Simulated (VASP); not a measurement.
# LiYHg (P4/mmm) in VASP: a series of runs

The runs below take LiYHg through relaxation of cell and atoms, with PBE.

Program: VASP 6.6.1. These are calculated values, not measurements. Logs are shortened: lines on timing, memory, paths and dates and some standing lists are left out, and cuts for length are marked.

## (1) The cell of the first run

The structure is tetragonal, space group P4/mmm (No. 123). The conventional cell has a = 3.794 Å, b = 3.794 Å, c = 5.227 Å, α = 90.00°, β = 90.00°, γ = 90.00°. Within 3.4 Å of Li (site symmetry 4/mmm) lie 2 Y at 2.61 Å and 4 Hg at 2.68 Å. Y (site symmetry 4/mmm) has 2 Li at 2.61 Å within 3.4 Å. Within 3.5 Å of Hg (site symmetry 4/mmm) lie 4 Li at 2.68 Å.

## (2) Relaxation of cell and atoms, PBE

INCAR reads:

```
  PREC = Accurate
  ENCUT = 600
  EDIFF = 1E-7
  ISMEAR = 0
  SIGMA = 0.1
  LREAL = F
  LASPH = T
  NELM = 80
  ALGO = Normal
  ISIF = 3
  LWAVE = F
  LCHARG = F
  GGA = PE
  IBRION = 2
  NSW = 90
  EDIFFG = -0.04
```

KPOINTS reads:

```
regular mesh
0
Gamma
  4 4 4
```

POSCAR reads:

```
LiYHg
1.0
    3.7942966300      0.0000000000      0.0000000000
    0.0000000000      3.7942966300      0.0000000000
    0.0000000000      0.0000000000      5.2267817200
Li Y Hg
1 1 1
Direct
    0.0000000000      0.0000000000      0.0000000000
    0.0000000000      0.0000000000      0.5000000000
    0.5000000000      0.5000000000      0.0000000000
```

Potentials or basis: VASP PAW PBE potentials, release 64 (Li_sv, Y_sv, Hg).

On the command line:

```console
$ cat potpaw_PBE.64/Li_sv/POTCAR potpaw_PBE.64/Y_sv/POTCAR potpaw_PBE.64/Hg/POTCAR > POTCAR
$ mpirun -np 1 vasp_std > vasp.out
```

OUTCAR:

```text
PREC = Accurate
   ENCUT = 600
   EDIFF = 1E-7
   ISMEAR = 0
   LREAL = F
   LASPH = T
   NELM = 80
   ISIF = 3
   GGA = PE
   IBRION = 2
   NSW = 90
   EDIFFG = -0.04

 ion  position               nearest neighbor table
   1  0.000  0.000  0.000-   2 2.61   2 2.61   3 2.68   3 2.68   3 2.68   3 2.68
   2  0.000  0.000  0.500-   1 2.61   1 2.61   3 3.75   3 3.75   3 3.75   3 3.75   3 3.75   3 3.75
                             3 3.75   3 3.75
   3  0.500  0.500  0.000-   1 2.68   1 2.68   1 2.68   1 2.68   2 3.75   2 3.75   2 3.75   2 3.75
                             2 3.75   2 3.75   2 3.75   2 3.75

  LATTYP: Found a simple tetragonal cell.
 ALAT       =     3.7942966300
 C/A-ratio  =     1.3775363999

  Lattice vectors:

 A1 = (   3.7942966300,   0.0000000000,   0.0000000000)
 A2 = (   0.0000000000,   3.7942966300,   0.0000000000)
 A3 = (   0.0000000000,   0.0000000000,   5.2267817200)

Analysis of symmetry for initial positions (statically):
=====================================================================
 Subroutine PRICEL returns:
 Original cell was already a primitive cell.

 Routine SETGRP: Setting up the symmetry group for a
 simple tetragonal supercell.

 Subroutine GETGRP returns: Found 16 space group operations
 (whereof 16 operations were pure point group operations)
 out of a pool of 16 trial point group operations.

The static configuration has the point symmetry D_4h.

Analysis of symmetry for dynamics (positions and initial velocities):
=====================================================================
 Subroutine PRICEL returns:
 Original cell was already a primitive cell.

 Routine SETGRP: Setting up the symmetry group for a
 simple tetragonal supercell.

 Subroutine GETGRP returns: Found 16 space group operations
 (whereof 16 operations were pure point group operations)
 out of a pool of 16 trial point group operations.

The dynamic configuration has the point symmetry D_4h.

 Subroutine INISYM returns: Found 16 space group operations
 (whereof 16 operations are pure point group operations),
 and found     1 'primitive' translations

----------------------------------------------------------------------------------------

                                     Primitive cell

  volume of cell :      75.2483

  direct lattice vectors                    reciprocal lattice vectors
     3.794296630  0.000000000  0.000000000     0.263553459  0.000000000  0.000000000
     0.000000000  3.794296630  0.000000000     0.000000000  0.263553459  0.000000000
     0.000000000  0.000000000  5.226781720     0.000000000  0.000000000  0.191322319

  length of vectors
     3.794296630  3.794296630  5.226781720     0.263553459  0.263553459  0.191322319

  position of ions in fractional coordinates (direct lattice)
     0.000000000  0.000000000  0.000000000
     0.000000000  0.000000000  0.500000000
     0.500000000  0.500000000  0.000000000

  ion indices of the primitive-cell ions
   primitive index   ion index
                 1           1
                 2           2
                 3           3

----------------------------------------------------------------------------------------

 KPOINTS: regular mesh

Automatic generation of k-mesh.
 Grid dimensions read from file:
 generate k-points for:    4    4    4

 Generating k-lattice:

  Cartesian coordinates                     Fractional coordinates (reciprocal lattice)
     0.065888365  0.000000000  0.000000000     0.250000000  0.000000000  0.000000000
     0.000000000  0.065888365  0.000000000     0.000000000  0.250000000  0.000000000
     0.000000000  0.000000000  0.047830580     0.000000000  0.000000000  0.250000000

  Length of vectors
     0.065888365  0.065888365  0.047830580

  Shift w.r.t. Gamma in fractional coordinates (k-lattice)
     0.000000000  0.000000000  0.000000000

 Subroutine IBZKPT returns following result:
 ===========================================

 Found     18 irreducible k-points:

 Following reciprocal coordinates:
            Coordinates               Weight
  0.000000  0.000000  0.000000      1.000000
  0.250000  0.000000  0.000000      4.000000
  0.500000  0.000000  0.000000      2.000000
  0.250000  0.250000  0.000000      4.000000
  0.500000  0.250000  0.000000      4.000000
  0.500000  0.500000  0.000000      1.000000
[... 10 lines left out ...]
  0.500000  0.250000  0.500000      4.000000
  0.500000  0.500000  0.500000      1.000000
   k-points           NKPTS =     18   k-points in BZ     NKDIM =     18   number of bands    NBANDS=     17
   number of dos      NEDOS =    301   number of ions     NIONS =      3
   total plane-waves  NPLWV =  37800
   dimension x,y,z NGX =    30 NGY =   30 NGZ =   42
   dimension x,y,z NGXF=    60 NGYF=   60 NGZF=   84
   ions per type =               1   1   1
   NGX,Y,Z   is equivalent  to a cutoff of  13.14, 13.14, 13.36 a.u.
   NGXF,Y,Z  is equivalent  to a cutoff of  26.29, 26.29, 26.72 a.u.
 SYSTEM =  unknown system
   PREC   = accura    normal or accurate (medium, high low for compatibility)
   ISTART =      0    job   : 0-new  1-cont  2-samecut
   ICHARG =      2    charge: 1-file 2-atom 10-const
   ISPIN  =      1    spin polarized calculation?
   LNONCOLLINEAR =      F non collinear calculations
   LSORBIT =      F    spin-orbit coupling
   LASPH  =      T    aspherical Exc in radial PAW
   ENCUT  =  600.0 eV  44.10 Ry    6.64 a.u.   7.58  7.58 10.44*2*pi/ulx,y,z
   NELM   =     80;   NELMIN=  2; NELMDL= -5     # of ELM steps
   EDIFF  = 0.1E-06   stopping-criterion for ELM
   LREAL  =      F    real-space projection
   EDIFFG = -.4E-01   stopping-criterion for IOM
   NSW    =     90    number of steps for IOM
   IBRION =      2    ionic relax: 0-MD 1-quasi-New 2-CG
   NFREE  =      1    steps in history (QN), initial steepest desc. (CG)
   ISIF   =      3    stress and relaxation
   ISYM   =      2    0-nonsym 1-usesym 2-fastsym
   POTIM  = 0.5000    time-step for ionic-motion
   TEBEG  =    0.0;   TEEND  =   0.0 temperature during run
   PSTRESS=    0.0 pullay stress
   NELECT =      26.0000    total number of electrons
   NUPDOWN=      -1.0000    fix difference up-down
   EMIN   =  10.00;   EMAX   =-10.00  energy-range for DOS
   EFERMI =   0.00;   METHOD = LEGACY
   ISMEAR =     0;   SIGMA  =   0.10  broadening in eV -4-tet -1-fermi 0-gaus
   EFERMI_NEDOS =   21; number of points for ismear=-14 and -15
   IALGO  =     38    algorithm
   IMIX   =      4    mixing-type and parameters
     AMIX     =   0.40;   BMIX     =  1.00
     AMIX_MAG =   1.60;   BMIX_MAG =  1.00
  volume/ion in A,a.u.               =      25.08       169.27
  Fermi-wavevector in a.u.,A,eV,Ry     =   1.148771  2.170863 17.955280  1.319676
  Thomas-Fermi vector in A             =   2.285445
   LORBIT       =      0    0 simple, 1 ext, 2 COOP (PROOUT), +10 PAW based schemes
   GGA     = PE    functional components
   LHFCALC =     F    Hartree Fock is set to
   AEXX    =    0.0000 exact exchange contribution
   IVDW    =     0    specifies the selected vdW correction
   LEPSILON=     F    determine dielectric tensor
   LRPA    =     F    only Hartree local field effects (RPA)
 conjugate gradient relaxation of ions
 non-spin polarized calculation
 Gauss-broadening in eV      SIGMA  =   0.10
  energy-cutoff  :      600.00
  volume of cell :       75.25
 maximum number of plane-waves:      2532
   NGX = 15   NGY = 15   NGZ = 21

--------------------------------------- Ionic step        1  -------------------------------------------

 number of electron      26.0000013 magnetization

 Free energy of the ion-electron system (eV)
  ---------------------------------------------------
  ext. energy  EPLUGINS =         0.00000000
  ---------------------------------------------------
  free energy    TOTEN  =        -7.83465554 eV

  energy without entropy =       -7.80905909  energy(sigma->0) =       -7.82185732

------------------------ aborting loop because EDIFF is reached ----------------------------------------

  FORCE on cell =-STRESS in cart. coord.  units (eV):
  Direction    XX          YY          ZZ          XY          YZ          ZX
  --------------------------------------------------------------------------------------
  -------------------------------------------------------------------------------------
  Total       -3.1975913     -3.1975913      2.1765636      0.0000000     -0.0000000      0.0000000
  in kB      -68.0826745    -68.0826745     46.3430942      0.0000000     -0.0000000      0.0000000
  external PRESSURE =     -29.9407516 kB  Pullay stress =       0.0000000 kB

 VOLUME and BASIS-vectors are now :
 -----------------------------------------------------------------------------
  energy-cutoff  :      600.00
  volume of cell :       75.25
      direct lattice vectors                 reciprocal lattice vectors
     3.794296630  0.000000000  0.000000000     0.263553459  0.000000000  0.000000000
     0.000000000  3.794296630  0.000000000     0.000000000  0.263553459  0.000000000
     0.000000000  0.000000000  5.226781720     0.000000000  0.000000000  0.191322319

 POSITION                                       TOTAL-FORCE (eV/Angst)
 -----------------------------------------------------------------------------------
      0.00000      0.00000      0.00000         0.000000      0.000000      0.000000
      0.00000      0.00000      2.61339         0.000000      0.000000      0.000000
      1.89715      1.89715      0.00000         0.000000      0.000000      0.000000
 -----------------------------------------------------------------------------------
    total drift:                                0.000000      0.000000      0.000000

  FREE ENERGIE OF THE ION-ELECTRON SYSTEM (eV)
  ---------------------------------------------------
  free  energy   TOTEN  =        -7.8346555378 eV
[... 165 lines left out ...]
 VOLUME and BASIS-vectors are now :
 -----------------------------------------------------------------------------
  energy-cutoff  :      600.00
  volume of cell :       71.36
      direct lattice vectors                 reciprocal lattice vectors
     3.489403977  0.000000000 -0.000000000     0.286581894 -0.000000000  0.000000000
     0.000000000  3.489403977 -0.000000000     0.000000000  0.286581894  0.000000000
    -0.000000000 -0.000000000  5.861115878     0.000000000  0.000000000  0.170615975

 POSITION                                       TOTAL-FORCE (eV/Angst)
 -----------------------------------------------------------------------------------
      3.48940      0.00000     -0.00000        -0.000000     -0.000000      0.000000
      3.48940     -0.00000      2.93056         0.000000      0.000000      0.000000
      1.74470      1.74470     -0.00000        -0.000000     -0.000000      0.000000
 -----------------------------------------------------------------------------------
    total drift:                                0.000000      0.000000      0.000000

  FREE ENERGIE OF THE ION-ELECTRON SYSTEM (eV)
  ---------------------------------------------------
  free  energy   TOTEN  =        -8.2225081478 eV

  energy  without entropy=       -8.2093802672  energy(sigma->0) =       -8.21594421

--------------------------------------- Ionic step        7  -------------------------------------------

 number of electron      26.0000010 magnetization

 Free energy of the ion-electron system (eV)
  ---------------------------------------------------
  ext. energy  EPLUGINS =         0.00000000
  ---------------------------------------------------
  free energy    TOTEN  =        -8.22381906 eV

  energy without entropy =       -8.20954804  energy(sigma->0) =       -8.21668355

 E-fermi :   3.1155     XC(G=0):  -9.5915

 val. band max:        3.0970300127   @ k =   0.2500   0.0000   0.5000
 cond. band min:       3.1307028676   @ k =   0.5000   0.0000   0.0000
 fundamental gap:      0.0336728548
 Fermi energy:         3.1154625529

 k-point     1 :       0.0000    0.0000    0.0000
  band No.  band energies     occupation
      1     -43.6452      2.00000
      2     -40.2829      2.00000
      3     -20.3575      2.00000
      4     -20.0218      2.00000
      5     -20.0218      2.00000
      6      -5.0520      2.00000
[... 9 lines left out ...]
     16       6.1576      0.00000
     17       6.1576      0.00000

 k-point     2 :       0.2500    0.0000    0.0000
  band No.  band energies     occupation
      1     -43.6437      2.00000
      2     -40.2681      2.00000
      3     -20.3367      2.00000
      4     -20.2124      2.00000
      5     -20.0058      2.00000
      6      -5.0283      2.00000
[... 9 lines left out ...]
     16       5.6813      0.00000
     17       6.2353      0.00000
[... 331 lines left out ...]
 VOLUME and BASIS-vectors are now :
 -----------------------------------------------------------------------------
  energy-cutoff  :      600.00
  volume of cell :       70.49
      direct lattice vectors                 reciprocal lattice vectors
     3.484779390  0.000000000 -0.000000000     0.286962211 -0.000000000  0.000000000
     0.000000000  3.484779390 -0.000000000     0.000000000  0.286962211  0.000000000
    -0.000000000 -0.000000000  5.804736147     0.000000000  0.000000000  0.172273119

 POSITION                                       TOTAL-FORCE (eV/Angst)
 -----------------------------------------------------------------------------------
      0.00000      0.00000      0.00000         0.000000      0.000000      0.000000
     -0.00000     -0.00000      2.90237         0.000000      0.000000      0.000000
      1.74239      1.74239     -0.00000        -0.000000     -0.000000      0.000000
 -----------------------------------------------------------------------------------
    total drift:                                0.000000      0.000000      0.000000

  FREE ENERGIE OF THE ION-ELECTRON SYSTEM (eV)
  ---------------------------------------------------
  free  energy   TOTEN  =        -8.2238190583 eV

  energy  without entropy=       -8.2095480387  energy(sigma->0) =       -8.21668355

 reached required accuracy - stopping structural energy minimisation
```

It took 2.2 min on 1 thread of Intel Xeon Platinum 8488C (Sapphire Rapids), shared host; peak memory 0.22 GiB.

Results:

```yaml
Free_energy: -8.2238 eV
Relaxed_volume: 23.50 Å³/atom
Relaxed_cell: a = 3.485 Å, b = 3.485 Å, c = 5.805 Å, α = 90.00°, β = 90.00°, γ = 90.00°
Space_group_after_relaxing_to_0.05_Å: P4/mmm (No. 123)
Energy_gained_by_relaxing: 129.7 meV/atom
Ionic_steps: 7
Pressure_after_relaxing: -0.1 GPa
Band_gap_on_the_k_mesh: zero (band 13 reaches 3.34 eV, above the bottom of band 14 at 1.82 eV)
```

Stress tensor (GPa, compression positive):
```
-0.20  0.00  0.00
 0.00 -0.20  0.00
 0.00  0.00  0.05
```

Step by step:
```tsv
step	energy change (eV)	largest force (eV/Å)	pressure (GPa)	volume (Å³)
1	0.0000	0.0000	-2.99	75.25
2	-0.2971	0.0000	-0.95	70.08
3	-0.3571	0.0000	1.12	67.10
4	-0.3583	0.0000	1.70	66.40
5	-0.3823	0.0000	0.67	68.54
6	-0.3879	0.0000	-0.43	71.36
7	-0.3892	0.0000	-0.12	70.49
```

Final structure:
```
Li Y Hg
1.0
     3.48478    0.00000    0.00000
     0.00000    3.48478    0.00000
     0.00000    0.00000    5.80474
Li Y Hg
1 1 1
Cartesian
  0.0000 0.0000 0.0000
  0.0000 0.0000 2.9024
  1.7424 1.7424 0.0000
```

Caveat: the k points lie up to 0.45 Å⁻¹ apart in the final cell; the cutoff is under 1.25 times the usual one of these potentials, so pressure, stress and relaxed cells hold a basis-set (Pulay) error; spin-orbit coupling is left out, which moves the levels of the heavy elements.

(Continued in part 2 of 2.)
